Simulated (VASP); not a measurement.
# In3SbTe2: single point with PBE

The system is In3SbTe2.

```
In Sb Te
1.0
     4.23733    0.00000    0.00000
    -2.11867    3.66964    0.00000
     0.00000    0.00000   10.26440
In Sb Te
3 1 2
Direct
  0.00000 0.00000 0.50000
  0.33333 0.66667 0.15645
  0.66667 0.33333 0.84355
  0.00000 0.00000 0.00000
  0.33333 0.66667 0.66905
  0.66667 0.33333 0.33095
```

| Quantity | Value |
| --- | --- |
| Program | VASP 6.6.1 |
| Task | single point |
| Functional | PBE |
| Potentials or basis | VASP PAW PBE potentials, release 64 (In_d, Sb, Te) |
| Cutoff | 520 eV |
| k mesh | 9 × 9 × 4 |
| Occupations | gaussian, width 0.1 eV |
| Spin | no spin polarisation |

```
Pressure               : 7.5 GPa
Band gap on the k mesh : zero (bands 28 and 29 overlap by 1.76 eV)
```

Levels at points of the mesh, in eV from the Fermi level:
| k point | band 26 | band 27 | band 28 | band 29 | band 30 | band 31 |
| --- | --- | --- | --- | --- | --- | --- |
| (0.00, 0.00, 0.00) | -1.07 | -0.17 | -0.17 | 1.44 | 1.72 | 2.67 |
| (0.00, 0.00, 0.50) | -0.14 | -0.14 | 0.86 | 0.94 | 1.67 | 2.04 |

Wall time 90 s on 1 thread of Intel(R) Xeon(R) 6975P-C (Granite Rapids), with other jobs on the host, peak memory 0.41 GiB.

Caveat: the cell stands under pressure; spin-orbit coupling is left out, which moves the levels of the heavy elements.
